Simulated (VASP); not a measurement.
# AlSn (P-6m2) in VASP: notebook

Aim: see how the results for AlSn move with the level of theory and the settings. Levels: PBE, LDA, revPBE, PBEsol. Tasks: single point.

Program: VASP 6.6.1. These are calculated values, not measurements. Logs are shortened: lines on timing, memory, paths and dates and some standing lists are left out, and cuts for length are marked.

### 1 The cell of the first run

The structure is hexagonal, space group P-6m2 (No. 187). The conventional cell has a = 4.198 Å, b = 4.198 Å, c = 3.307 Å, α = 90.00°, β = 90.00°, γ = 120.00°. Within 3.9 Å of Al (site symmetry -6m2) lie 6 Sn at 2.93 Å and 2 Al at 3.31 Å. Within 3.9 Å of Sn (site symmetry -6m2) lie 6 Al at 2.93 Å and 2 Sn at 3.31 Å.

### 2 Single point, PBE

INCAR

```
ALGO     = Fast           # electronic algorithm
EDIFF    = 1E-6           # SCF threshold, eV
ENCUT    = 520            # plane-wave cutoff, eV
GGA      = PE             # functional
ISIF     = 2              # what is computed and relaxed
ISMEAR   = 0              # smearing method
ISYM     = 0            
LASPH    = True           # aspherical terms in the spheres
LCHARG   = False          # write CHGCAR
LREAL    = False          # projectors in reciprocal space
LWAVE    = False          # write WAVECAR
NBANDS   = 16             # bands
NELM     = 60             # most SCF steps
PREC     = Accurate       # precision mode
SIGMA    = 0.1            # smearing width, eV
```

KPOINTS

```
k-points
0
Gamma
  7 3 2
```

POSCAR

```
AlSn
1.0
    4.1981056157      0.0000000000      0.0000000000
   -2.0990528078      3.6356661109      0.0000000000
    0.0000000000      0.0000000000      3.3068470000
Al Sn
1 1
Direct
    0.0000000000      0.0000000000      0.0000000000
    0.3333333333      0.6666666667      0.5000000000
```

Potentials or basis: VASP PAW PBE potentials, release 64 (Al, Sn_d).

The run is started by

```console
$ cat potpaw_PBE.64/Al/POTCAR potpaw_PBE.64/Sn_d/POTCAR > POTCAR
$ mpirun -np 1 vasp_std > vasp.out
```

OUTCAR:

```text
EDIFF = 1E-6
   ENCUT = 520
   GGA = PE
   ISIF = 2
   ISMEAR = 0
   ISYM = 0
   LASPH = True
   LREAL = False
   NELM = 60
   PREC = Accurate

 ion  position               nearest neighbor table
   1  0.000  0.000  0.000-   2 2.93   2 2.93   2 2.93   2 2.93   2 2.93   2 2.93
   2  0.333  0.667  0.500-   1 2.93   1 2.93   1 2.93   1 2.93   1 2.93   1 2.93

IMPORTANT INFORMATION: All symmetrisations will be switched off!
NOSYMM: (Re-)initialisation of all symmetry stuff for point group C_1.

----------------------------------------------------------------------------------------

                                     Primitive cell

  volume of cell :      50.4721

  direct lattice vectors                    reciprocal lattice vectors
     4.198105616  0.000000000  0.000000000     0.238202678  0.137526380  0.000000000
    -2.099052808  3.635666111  0.000000000     0.000000000  0.275052760  0.000000000
     0.000000000  0.000000000  3.306847000     0.000000000  0.000000000  0.302402863

  length of vectors
     4.198105616  4.198105616  3.306847000     0.275052760  0.275052760  0.302402863

  position of ions in fractional coordinates (direct lattice)
     0.000000000  0.000000000  0.000000000
     0.333333333  0.666666667  0.500000000

  ion indices of the primitive-cell ions
   primitive index   ion index
                 1           1
                 2           2

----------------------------------------------------------------------------------------

 KPOINTS: k-points

Automatic generation of k-mesh.
 Grid dimensions read from file:
 generate k-points for:    7    3    2

 Generating k-lattice:

  Cartesian coordinates                     Fractional coordinates (reciprocal lattice)
     0.034028954  0.019646626  0.000000000     0.142857143  0.000000000  0.000000000
     0.000000000  0.091684253  0.000000000     0.000000000  0.333333333  0.000000000
     0.000000000  0.000000000  0.151201431     0.000000000  0.000000000  0.500000000

  Length of vectors
     0.039293251  0.091684253  0.151201431

  Shift w.r.t. Gamma in fractional coordinates (k-lattice)
     0.000000000  0.000000000  0.000000000

 -----------------------------------------------------------------------------
|                                                                             |
|           W    W    AA    RRRRR   N    N  II  N    N   GGGG   !!!           |
|           W    W   A  A   R    R  NN   N  II  NN   N  G    G  !!!           |
|           W    W  A    A  R    R  N N  N  II  N N  N  G       !!!           |
|           W WW W  AAAAAA  RRRRR   N  N N  II  N  N N  G  GGG   !            |
|           WW  WW  A    A  R   R   N   NN  II  N   NN  G    G                |
|           W    W  A    A  R    R  N    N  II  N    N   GGGG   !!!           |
|                                                                             |
|     Your reciprocal lattice and k-lattice belong to different lattice       |
|     classes:                                                                |
|                                                                             |
|        The reciprocal lattice is hexagonal,                                 |
|        whereas your k-lattice is simple monoclinic.                         |
|                                                                             |
|     Results are often still useful ...                                      |
|                                                                             |
 -----------------------------------------------------------------------------

 WARNING: IBZKPT: internal override: KBLOWUP is changed to .FALSE.
      ... skipping the blow-up phase ...

 Subroutine IBZKPT returns following result:
 ===========================================

 Found     22 irreducible k-points:

 Following reciprocal coordinates:
            Coordinates               Weight
  0.000000  0.000000  0.000000      1.000000
  0.142857  0.000000  0.000000      2.000000
  0.285714  0.000000  0.000000      2.000000
  0.428571  0.000000  0.000000      2.000000
  0.000000  0.333333  0.000000      2.000000
  0.142857  0.333333  0.000000      2.000000
[... 14 lines left out ...]
 -0.285714  0.333333  0.500000      2.000000
 -0.142857  0.333333  0.500000      2.000000
   k-points           NKPTS =     22   k-points in BZ     NKDIM =     22   number of bands    NBANDS=     16
   number of dos      NEDOS =    301   number of ions     NIONS =      2
   total plane-waves  NPLWV =  28672
   dimension x,y,z NGX =    32 NGY =   32 NGZ =   28
   dimension x,y,z NGXF=    64 NGYF=   64 NGZF=   56
   ions per type =               1   1
   NGX,Y,Z   is equivalent  to a cutoff of  12.67, 12.67, 14.08 a.u.
   NGXF,Y,Z  is equivalent  to a cutoff of  25.34, 25.34, 28.15 a.u.
 SYSTEM =  unknown system
   PREC   = accura    normal or accurate (medium, high low for compatibility)
   ISTART =      0    job   : 0-new  1-cont  2-samecut
   ICHARG =      2    charge: 1-file 2-atom 10-const
   ISPIN  =      1    spin polarized calculation?
   LNONCOLLINEAR =      F non collinear calculations
   LSORBIT =      F    spin-orbit coupling
   LASPH  =      T    aspherical Exc in radial PAW
   ENCUT  =  520.0 eV  38.22 Ry    6.18 a.u.   7.81  7.81  6.15*2*pi/ulx,y,z
   NELM   =     60;   NELMIN=  2; NELMDL= -5     # of ELM steps
   EDIFF  = 0.1E-05   stopping-criterion for ELM
   LREAL  =      F    real-space projection
   EDIFFG = 0.1E-04   stopping-criterion for IOM
   NSW    =      0    number of steps for IOM
   IBRION =     -1    ionic relax: 0-MD 1-quasi-New 2-CG
   NFREE  =      0    steps in history (QN), initial steepest desc. (CG)
   ISIF   =      2    stress and relaxation
   ISYM   =      0    0-nonsym 1-usesym 2-fastsym
   POTIM  = 0.5000    time-step for ionic-motion
   TEBEG  =    0.0;   TEEND  =   0.0 temperature during run
   PSTRESS=    0.0 pullay stress
   NELECT =      17.0000    total number of electrons
   NUPDOWN=      -1.0000    fix difference up-down
   EMIN   =  10.00;   EMAX   =-10.00  energy-range for DOS
   EFERMI =   0.00;   METHOD = LEGACY
   ISMEAR =     0;   SIGMA  =   0.10  broadening in eV -4-tet -1-fermi 0-gaus
   EFERMI_NEDOS =   21; number of points for ismear=-14 and -15
   IALGO  =     68    algorithm
   IMIX   =      4    mixing-type and parameters
     AMIX     =   0.40;   BMIX     =  1.00
     AMIX_MAG =   1.60;   BMIX_MAG =  1.00
  volume/ion in A,a.u.               =      25.24       170.30
  Fermi-wavevector in a.u.,A,eV,Ry     =   1.139044  2.152482 17.652500  1.297422
  Thomas-Fermi vector in A             =   2.275748
   LORBIT       =      0    0 simple, 1 ext, 2 COOP (PROOUT), +10 PAW based schemes
   GGA     = PE    functional components
   LHFCALC =     F    Hartree Fock is set to
   AEXX    =    0.0000 exact exchange contribution
   IVDW    =     0    specifies the selected vdW correction
   LEPSILON=     F    determine dielectric tensor
   LRPA    =     F    only Hartree local field effects (RPA)
 non-spin polarized calculation
 RMM-DIIS sequential band-by-band and
 Gauss-broadening in eV      SIGMA  =   0.10
  energy-cutoff  :      520.00
  volume of cell :       50.47
 maximum number of plane-waves:      1374
   NGX = 15   NGY = 15   NGZ = 13

 number of electron      16.9999999 magnetization

 Free energy of the ion-electron system (eV)
  ---------------------------------------------------
  ext. energy  EPLUGINS =         0.00000000
  ---------------------------------------------------
  free energy    TOTEN  =        -7.81329018 eV

  energy without entropy =       -7.80789317  energy(sigma->0) =       -7.81059167

 E-fermi :   6.7138     XC(G=0):  -9.5542

 val. band max:        6.7130806835   @ k =   0.2857   0.3333   0.5000
 cond. band min:       6.7146490812   @ k =   0.1429   0.3333   0.5000
 fundamental gap:      0.0015683977
 Fermi energy:         6.7137701038

 k-point     1 :       0.0000    0.0000    0.0000
  band No.  band energies     occupation
      1     -15.0355      2.00000
      2     -14.9333      2.00000
      3     -14.9326      2.00000
      4     -14.9231      2.00000
      5     -14.9016      2.00000
      6      -4.0213      2.00000
[... 8 lines left out ...]
     15      18.0428      0.00000
     16      19.2783      0.00000

 k-point     2 :       0.1429    0.0000    0.0000
  band No.  band energies     occupation
      1     -15.0336      2.00000
      2     -14.9336      2.00000
      3     -14.9293      2.00000
      4     -14.9243      2.00000
      5     -14.9019      2.00000
      6      -3.8107      2.00000
[... 8 lines left out ...]
     15      16.5723      0.00000
     16      18.8804      0.00000

 k-point     3 :       0.2857    0.0000    0.0000
  band No.  band energies     occupation
      1     -15.0296      2.00000
      2     -14.9351      2.00000
      3     -14.9269      2.00000
      4     -14.9211      2.00000
      5     -14.9026      2.00000
      6      -3.2046      2.00000
[... 8 lines left out ...]
     15      16.0721      0.00000
     16      17.8686      0.00000

 k-point     4 :       0.4286    0.0000    0.0000
  band No.  band energies     occupation
      1     -15.0266      2.00000
      2     -14.9362      2.00000
      3     -14.9290      2.00000
      4     -14.9145      2.00000
      5     -14.9032      2.00000
      6      -2.3919      2.00000
[... 8 lines left out ...]
     15      15.7962      0.00000
     16      17.5071      0.00000
[... 286 lines left out ...]
 k-point    20 :      -0.4286    0.3333    0.5000
  band No.  band energies     occupation
      1     -14.9926      2.00000
      2     -14.9735      2.00000
      3     -14.9283      2.00000
      4     -14.9111      2.00000
      5     -14.8457      2.00000
      6       0.3261      2.00000
[... 8 lines left out ...]
     15      16.4646      0.00000
     16      18.6209      0.00000

 k-point    21 :      -0.2857    0.3333    0.5000
  band No.  band energies     occupation
      1     -14.9898      2.00000
      2     -14.9731      2.00000
      3     -14.9281      2.00000
      4     -14.9151      2.00000
      5     -14.8475      2.00000
      6      -0.1017      2.00000
[... 8 lines left out ...]
     15      15.8234      0.00000
     16      16.8807      0.00000

 k-point    22 :      -0.1429    0.3333    0.5000
  band No.  band energies     occupation
      1     -14.9895      2.00000
      2     -14.9724      2.00000
      3     -14.9249      2.00000
      4     -14.9193      2.00000
      5     -14.8483      2.00000
      6      -0.2179      2.00000
[... 8 lines left out ...]
     15      14.1297      0.00000
     16      17.1749      0.00000

------------------------ aborting loop because EDIFF is reached ----------------------------------------

  FORCE on cell =-STRESS in cart. coord.  units (eV):
  Direction    XX          YY          ZZ          XY          YZ          ZX
  --------------------------------------------------------------------------------------
  -------------------------------------------------------------------------------------
  Total        0.5819700      0.5909611     -2.1092715     -0.1269292     -0.0000078      0.0000022
  in kB       18.4739497     18.7593600    -66.9563253     -4.0292178     -0.0002466      0.0000703
  external PRESSURE =      -9.9076719 kB  Pullay stress =       0.0000000 kB

 VOLUME and BASIS-vectors are now :
 -----------------------------------------------------------------------------
  energy-cutoff  :      520.00
  volume of cell :       50.47
      direct lattice vectors                 reciprocal lattice vectors
     4.198105616  0.000000000  0.000000000     0.238202678  0.137526380  0.000000000
    -2.099052808  3.635666111  0.000000000     0.000000000  0.275052760  0.000000000
     0.000000000  0.000000000  3.306847000     0.000000000  0.000000000  0.302402863

 POSITION                                       TOTAL-FORCE (eV/Angst)
 -----------------------------------------------------------------------------------
      0.00000      0.00000      0.00000         0.161515      0.057523      0.000004
     -0.00000      2.42378      1.65342        -0.161515     -0.057523     -0.000004
 -----------------------------------------------------------------------------------
    total drift:                               -0.000136      0.000024     -0.000005

  FREE ENERGIE OF THE ION-ELECTRON SYSTEM (eV)
  ---------------------------------------------------
  free  energy   TOTEN  =        -7.8132901817 eV

  energy  without entropy=       -7.8078931679  energy(sigma->0) =       -7.81059167
```

Run time: 11 s. Hardware: 1 thread of Intel Xeon 6975P-C, shared host; peak memory 0.17 GiB.

Results:

* Free energy: -7.8133 eV
* Pressure: -1.0 GPa
* Largest force: 0.171 eV/Å

Forces on the atoms (eV/Å):
```
Al   0.162  0.058  0.000
Sn  -0.162 -0.058  0.000
```

Stress tensor (GPa, compression positive):
```
 1.85 -0.40  0.00
-0.40  1.88  0.00
 0.00  0.00 -6.70
```

Caveat: the k points lie up to 0.95 Å⁻¹ apart; spin-orbit coupling is left out, which moves the levels of the heavy elements.

(Part 1 of 2 ends here.)
